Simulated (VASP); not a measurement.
# Ba in VASP: a series of runs

The runs below take Ba through single point, with PBE.

All numbers are computed with VASP 6.6.1; they aren't measurements. Logs are shortened: lines on timing, memory, paths and dates and some standing lists are left out, and cuts for length are marked.

## 1. The cell of the first run

It takes space group P2/m (No. 10, monoclinic). Conventional cell: a = 4.051 Å, b = 4.095 Å, c = 4.123 Å, α = 90.00°, β = 90.88°, γ = 90.00°. Ba (site symmetry 2/m) has 6 Ba at 4.05 to 4.12 Å within 5.3 Å.

## 2. Single point, PBE (strained)

INCAR

```
SYSTEM = Ba
  PREC = Accurate
  ENCUT = 520
  EDIFF = 1E-6
  ISMEAR = 0
  SIGMA = 0.1
  LREAL = .FALSE.
  LASPH = .TRUE.
  NELM = 80
  ALGO = Fast
  ISIF = 2
  LWAVE = .FALSE.
  LCHARG = .FALSE.
  GGA = PE
  NBANDS = 11
```

KPOINTS

```
Automatic mesh
0
G
  10 10 10
  0 0 0
```

POSCAR

```
Ba
1.0
    4.1232801799      0.0000000000      0.0313025631
    0.0000000000      4.0953076766      0.0000000000
    0.0313025631      0.0000000000      4.0505281651
Ba
1
Direct
    0.0000000000      0.0000000000      0.0000000000
```

Potentials or basis: VASP PAW PBE potentials, release 64 (Ba_sv).

Command:

```
> cat potpaw_PBE.64/Ba_sv/POTCAR > POTCAR
> mpirun -np 1 vasp_std > vasp.out
```

OUTCAR:

```text
SYSTEM = Ba
   PREC = Accurate
   ENCUT = 520
   EDIFF = 1E-6
   ISMEAR = 0
   LREAL = .FALSE.
   LASPH = .TRUE.
   NELM = 80
   ISIF = 2
   GGA = PE

 ion  position               nearest neighbor table
   1  0.000  0.000  0.000-

  LATTYP: Found a simple monoclinic cell.
 ALAT       =     4.0506491167
 B/A-ratio  =     1.0110250379
 C/A-ratio  =     1.0179600550
 COS(beta)  =    -0.0153187865

  Lattice vectors:

 A1 = (   0.0313025631,   0.0000000000,   4.0505281651)
 A2 = (   0.0000000000,   4.0953076766,   0.0000000000)
 A3 = (  -4.1232801799,   0.0000000000,  -0.0313025631)

Analysis of symmetry for initial positions (statically):
=====================================================================
 Subroutine PRICEL returns:
 Original cell was already a primitive cell.

 Routine SETGRP: Setting up the symmetry group for a
 simple monoclinic supercell.

 Subroutine GETGRP returns: Found  4 space group operations
 (whereof  4 operations were pure point group operations)
 out of a pool of  4 trial point group operations.

The static configuration has the point symmetry C_2h.

Analysis of symmetry for dynamics (positions and initial velocities):
=====================================================================
 Subroutine PRICEL returns:
 Original cell was already a primitive cell.

 Routine SETGRP: Setting up the symmetry group for a
 simple monoclinic supercell.

 Subroutine GETGRP returns: Found  4 space group operations
 (whereof  4 operations were pure point group operations)
 out of a pool of  4 trial point group operations.

The dynamic configuration has the point symmetry C_2h.

 Subroutine INISYM returns: Found  4 space group operations
 (whereof  4 operations are pure point group operations),
 and found     1 'primitive' translations

----------------------------------------------------------------------------------------

                                     Primitive cell

  volume of cell :      68.3936

  direct lattice vectors                    reciprocal lattice vectors
     4.123280180  0.000000000  0.031302563     0.242539587  0.000000000 -0.001874351
     0.000000000  4.095307677  0.000000000     0.000000000  0.244181898  0.000000000
     0.031302563  0.000000000  4.050528165    -0.001874351  0.000000000  0.246895869

  length of vectors
     4.123398997  4.095307677  4.050649117     0.242546829  0.244181898  0.246902984

  position of ions in fractional coordinates (direct lattice)
     0.000000000  0.000000000  0.000000000

  ion indices of the primitive-cell ions
   primitive index   ion index
                 1           1

----------------------------------------------------------------------------------------

 KPOINTS: Automatic mesh

Automatic generation of k-mesh.
 Grid dimensions read from file:
 generate k-points for:   10   10   10

 Generating k-lattice:

  Cartesian coordinates                     Fractional coordinates (reciprocal lattice)
     0.024253959  0.000000000 -0.000187435     0.100000000  0.000000000  0.000000000
     0.000000000  0.024418190  0.000000000     0.000000000  0.100000000  0.000000000
    -0.000187435  0.000000000  0.024689587     0.000000000  0.000000000  0.100000000

  Length of vectors
     0.024254683  0.024418190  0.024690298

  Shift w.r.t. Gamma in fractional coordinates (k-lattice)
     0.000000000  0.000000000  0.000000000

 Subroutine IBZKPT returns following result:
 ===========================================

 Found    312 irreducible k-points:

 Following reciprocal coordinates:
            Coordinates               Weight
  0.000000  0.000000  0.000000      1.000000
  0.100000  0.000000  0.000000      2.000000
  0.200000  0.000000  0.000000      2.000000
  0.300000  0.000000  0.000000      2.000000
  0.400000  0.000000  0.000000      2.000000
  0.500000  0.000000  0.000000      1.000000
[... 16 lines left out ...]
  0.400000  0.300000  0.000000      4.000000
  0.500000  0.300000  0.000000      2.000000
 [... further k-points ...]
   k-points           NKPTS =    312   k-points in BZ     NKDIM =    312   number of bands    NBANDS=     11
   number of dos      NEDOS =    301   number of ions     NIONS =      1
   total plane-waves  NPLWV =  28800
   dimension x,y,z NGX =    32 NGY =   30 NGZ =   30
   dimension x,y,z NGXF=    64 NGYF=   60 NGZF=   60
   ions per type =               1
   NGX,Y,Z   is equivalent  to a cutoff of  12.90, 12.18, 12.31 a.u.
   NGXF,Y,Z  is equivalent  to a cutoff of  25.80, 24.36, 24.63 a.u.
 SYSTEM =  Ba
   PREC   = accura    normal or accurate (medium, high low for compatibility)
   ISTART =      0    job   : 0-new  1-cont  2-samecut
   ICHARG =      2    charge: 1-file 2-atom 10-const
   ISPIN  =      1    spin polarized calculation?
   LNONCOLLINEAR =      F non collinear calculations
   LSORBIT =      F    spin-orbit coupling
   LASPH  =      T    aspherical Exc in radial PAW
   ENCUT  =  520.0 eV  38.22 Ry    6.18 a.u.   7.67  7.61  7.53*2*pi/ulx,y,z
   NELM   =     80;   NELMIN=  2; NELMDL= -5     # of ELM steps
   EDIFF  = 0.1E-05   stopping-criterion for ELM
   LREAL  =      F    real-space projection
   EDIFFG = 0.1E-04   stopping-criterion for IOM
   NSW    =      0    number of steps for IOM
   IBRION =     -1    ionic relax: 0-MD 1-quasi-New 2-CG
   NFREE  =      0    steps in history (QN), initial steepest desc. (CG)
   ISIF   =      2    stress and relaxation
   ISYM   =      2    0-nonsym 1-usesym 2-fastsym
   POTIM  = 0.5000    time-step for ionic-motion
   TEBEG  =    0.0;   TEEND  =   0.0 temperature during run
   PSTRESS=    0.0 pullay stress
   NELECT =      10.0000    total number of electrons
   NUPDOWN=      -1.0000    fix difference up-down
   EMIN   =  10.00;   EMAX   =-10.00  energy-range for DOS
   EFERMI =   0.00;   METHOD = LEGACY
   ISMEAR =     0;   SIGMA  =   0.10  broadening in eV -4-tet -1-fermi 0-gaus
   EFERMI_NEDOS =   21; number of points for ismear=-14 and -15
   IALGO  =     68    algorithm
   IMIX   =      4    mixing-type and parameters
     AMIX     =   0.40;   BMIX     =  1.00
     AMIX_MAG =   1.60;   BMIX_MAG =  1.00
  volume/ion in A,a.u.               =      68.39       461.54
  Fermi-wavevector in a.u.,A,eV,Ry     =   0.862455  1.629803 10.120397  0.743828
  Thomas-Fermi vector in A             =   1.980259
   LORBIT       =      0    0 simple, 1 ext, 2 COOP (PROOUT), +10 PAW based schemes
   GGA     = PE    functional components
   LHFCALC =     F    Hartree Fock is set to
   AEXX    =    0.0000 exact exchange contribution
   IVDW    =     0    specifies the selected vdW correction
   LEPSILON=     F    determine dielectric tensor
   LRPA    =     F    only Hartree local field effects (RPA)
 non-spin polarized calculation
 RMM-DIIS sequential band-by-band and
 Gauss-broadening in eV      SIGMA  =   0.10
  energy-cutoff  :      520.00
  volume of cell :       68.39
 maximum number of plane-waves:      1857
   NGX = 15   NGY = 15   NGZ = 15

 number of electron      10.0000000 magnetization

 Free energy of the ion-electron system (eV)
  ---------------------------------------------------
  ext. energy  EPLUGINS =         0.00000000
  ---------------------------------------------------
  free energy    TOTEN  =        -1.58637951 eV

  energy without entropy =       -1.58130025  energy(sigma->0) =       -1.58383988

 E-fermi :   1.3132     XC(G=0):  -7.1344

 val. band max:        1.3106443469   @ k =   0.1000   0.2000   0.5000
 cond. band min:       1.3216800722   @ k =   0.5000   0.2000   0.0000
 fundamental gap:      0.0110357254
 Fermi energy:         1.3131947009

 k-point     1 :       0.0000    0.0000    0.0000
  band No.  band energies     occupation
      1     -27.9708      2.00000
      2     -12.9012      2.00000
      3     -12.8876      2.00000
      4     -12.8647      2.00000
      5      -1.2317      2.00000
      6       1.4100      0.17114
      7       1.4157      0.14709
      8       5.6441      0.00000
      9       5.7045      0.00000
     10       5.7476      0.00000
     11       8.1999      0.00000

 k-point     2 :       0.1000    0.0000    0.0000
  band No.  band energies     occupation
      1     -27.9674      2.00000
      2     -12.9510      2.00000
      3     -12.8834      2.00000
      4     -12.8607      2.00000
      5      -1.1011      2.00000
      6       1.4501      0.05277
      7       1.5328      0.00190
      8       5.3385      0.00000
      9       5.4090      0.00000
     10       5.7658      0.00000
     11       7.6505      0.00000

 k-point     3 :       0.2000    0.0000    0.0000
  band No.  band energies     occupation
      1     -27.9586      2.00000
      2     -13.0781      2.00000
      3     -12.8724      2.00000
      4     -12.8499      2.00000
      5      -0.7480      2.00000
      6       1.5595      0.00050
      7       1.8273      0.00000
      8       4.7543      0.00000
      9       4.8379      0.00000
     10       5.8151      0.00000
     11       6.8123      0.00000

 k-point     4 :       0.3000    0.0000    0.0000
  band No.  band energies     occupation
      1     -27.9477      2.00000
      2     -13.2288      2.00000
      3     -12.8588      2.00000
      4     -12.8365      2.00000
      5      -0.2625      2.00000
      6       1.7065      0.00000
      7       2.0764      0.00000
      8       4.2267      0.00000
      9       4.3191      0.00000
     10       5.8782      0.00000
     11       6.4135      0.00000

 k-point     5 :       0.4000    0.0000    0.0000
  band No.  band energies     occupation
      1     -27.9388      2.00000
      2     -13.3462      2.00000
      3     -12.8477      2.00000
      4     -12.8256      2.00000
      5       0.2361      2.00000
      6       1.8373      0.00000
      7       2.0163      0.00000
      8       3.8799      0.00000
      9       3.9769      0.00000
     10       5.9310      0.00000
     11       6.7454      0.00000
[... 211 lines left out ...]
 k-point    21 :       0.2000    0.3000    0.0000
  band No.  band energies     occupation
      1     -27.9338      2.00000
      2     -13.2142      2.00000
      3     -13.0406      2.00000
      4     -12.8200      2.00000
      5       0.1848      2.00000
      6       1.8389      0.00000
      7       2.4622      0.00000
      8       3.5007      0.00000
      9       4.4126      0.00000
     10       5.0968      0.00000
     11       7.1028      0.00000

 k-point    22 :       0.3000    0.3000    0.0000
  band No.  band energies     occupation
      1     -27.9231      2.00000
      2     -13.1989      2.00000
      3     -13.1831      2.00000
      4     -12.8070      2.00000
      5       0.5392      2.00000
      6       1.6801      0.00000
      7       3.0267      0.00000
      8       3.3376      0.00000
      9       4.4531      0.00000
     10       4.6728      0.00000
     11       7.2079      0.00000

 k-point    23 :       0.4000    0.3000    0.0000
  band No.  band energies     occupation
      1     -27.9143      2.00000
      2     -13.3008      2.00000
      3     -13.1798      2.00000
      4     -12.7964      2.00000
      5       0.8113      2.00000
      6       1.5010      0.00792
      7       3.1380      0.00000
      8       3.7799      0.00000
      9       4.2283      0.00000
     10       4.6606      0.00000
     11       7.0183      0.00000

 k-point    24 :       0.5000    0.3000    0.0000
  band No.  band energies     occupation
      1     -27.9110      2.00000
      2     -13.3433      2.00000
      3     -13.1741      2.00000
      4     -12.7924      2.00000
      5       0.9106      2.00000
      6       1.4328      0.09065
      7       3.1415      0.00000
      8       4.0047      0.00000
      9       4.1186      0.00000
     10       4.6905      0.00000
     11       7.0532      0.00000

 [... further k-points ...]
[... 5 lines left out ...]
  --------------------------------------------------------------------------------------
  -------------------------------------------------------------------------------------
  Total       -0.3249385     -0.2576929     -0.1339189      0.0000000      0.0000000      0.0321862
  in kB       -7.6119552     -6.0366714     -3.1371623      0.0000000      0.0000000      0.7539892
  external PRESSURE =      -5.5952630 kB  Pullay stress =       0.0000000 kB

 VOLUME and BASIS-vectors are now :
 -----------------------------------------------------------------------------
  energy-cutoff  :      520.00
  volume of cell :       68.39
      direct lattice vectors                 reciprocal lattice vectors
     4.123280180  0.000000000  0.031302563     0.242539587  0.000000000 -0.001874351
     0.000000000  4.095307677  0.000000000     0.000000000  0.244181898  0.000000000
     0.031302563  0.000000000  4.050528165    -0.001874351  0.000000000  0.246895869

 POSITION                                       TOTAL-FORCE (eV/Angst)
 -----------------------------------------------------------------------------------
      0.00000      0.00000      0.00000         0.000000      0.000000      0.000000
 -----------------------------------------------------------------------------------
    total drift:                                0.000000      0.000000     -0.000000

  FREE ENERGIE OF THE ION-ELECTRON SYSTEM (eV)
  ---------------------------------------------------
  free  energy   TOTEN  =        -1.5863795149 eV

  energy  without entropy=       -1.5813002475  energy(sigma->0) =       -1.58383988
```

It took 51 s on 1 thread of Intel Xeon 6975P-C (Granite Rapids), shared host; peak memory 0.34 GiB.

Results:

| Item | Value |
| --- | --- |
| Free energy | -1.5864 eV |
| Pressure | -0.6 GPa |

Levels at points of the mesh, in eV from the Fermi level:
| k point | band 3 | band 4 | band 5 | band 6 | band 7 | band 8 |
| --- | --- | --- | --- | --- | --- | --- |
| (0.00, 0.00, 0.00) | -14.20 | -14.18 | -2.54 | 0.10 | 0.10 | 4.33 |
| (0.50, 0.00, 0.00) | -14.16 | -14.13 | -0.82 | 0.56 | 0.58 | 2.45 |
| (0.00, 0.50, 0.00) | -14.17 | -14.13 | -0.78 | 0.59 | 0.61 | 2.37 |
| (0.50, 0.50, 0.00) | -14.63 | -14.09 | -0.80 | 0.52 | 2.89 | 2.89 |
| (0.00, 0.00, 0.50) | -14.16 | -14.15 | -0.73 | 0.63 | 0.65 | 2.33 |
| (0.50, 0.00, 0.50) | -14.62 | -14.11 | -0.82 | 0.59 | 2.79 | 2.87 |
| (0.00, 0.50, 0.50) | -14.64 | -14.12 | -0.83 | 0.63 | 2.76 | 2.83 |
| (0.50, 0.50, 0.50) | -14.58 | -14.56 | -0.02 | 0.03 | 0.12 | 3.84 |

Caveat: the cell differs from its parent crystal (strained); spin-orbit coupling is left out, which moves the levels of the heavy elements.

## 3. Single point, PBE (strained)

INCAR

```
ALGO = Normal ; EDIFF = 1E-7
ENCUT = 520 ; GGA = PE
ISIF = 2 ; ISMEAR = 0
LASPH = T ; LCHARG = F
LREAL = F ; LWAVE = F
NBANDS = 11 ; NELM = 100
PREC = Accurate ; SIGMA = 0.1
```

KPOINTS

```
k-points
0
Gamma
  12 12 12
```

POSCAR

```
Ba
1.0
    3.8962092712      0.0000000000      0.0000000000
    0.0000000000      3.8962092712      0.0000000000
    0.0000000000      0.0000000000      3.8962092712
Ba
1
Direct
    0.0000000000      0.0000000000      0.0000000000
```

Potentials or basis: VASP PAW PBE potentials, release 64 (Ba_sv).

Command:

```
> cat potpaw_PBE.64/Ba_sv/POTCAR > POTCAR
> mpirun -np 1 vasp_std > vasp.out
```

Wall time 22 s (1 thread of AMD EPYC 9R14 (Zen 4), shared host); peak memory 0.17 GiB.

Results (log left out):

- Free energy: -1.5963 eV
- Pressure: 0.5 GPa
- Band gap on the k mesh: zero (band 5 reaches 1.88 eV, above the bottom of band 6 at 1.71 eV)

Levels at points of the mesh, in eV from the Fermi level:
```csv
k point,band 3,band 4,band 5,band 6,band 7,band 8
"(0.00, 0.00, 0.00)",-13.93,-13.93,-2.60,0.01,0.01,5.04
"(0.50, 0.00, 0.00)",-13.85,-13.85,-0.67,0.61,0.87,2.68
"(0.50, 0.50, 0.00)",-14.60,-13.78,-1.08,0.73,3.20,3.20
"(0.50, 0.50, 0.50)",-14.50,-14.50,-0.09,-0.09,-0.09,3.96
```

Caveat: the cell differs from its parent crystal (strained); spin-orbit coupling is left out, which moves the levels of the heavy elements.
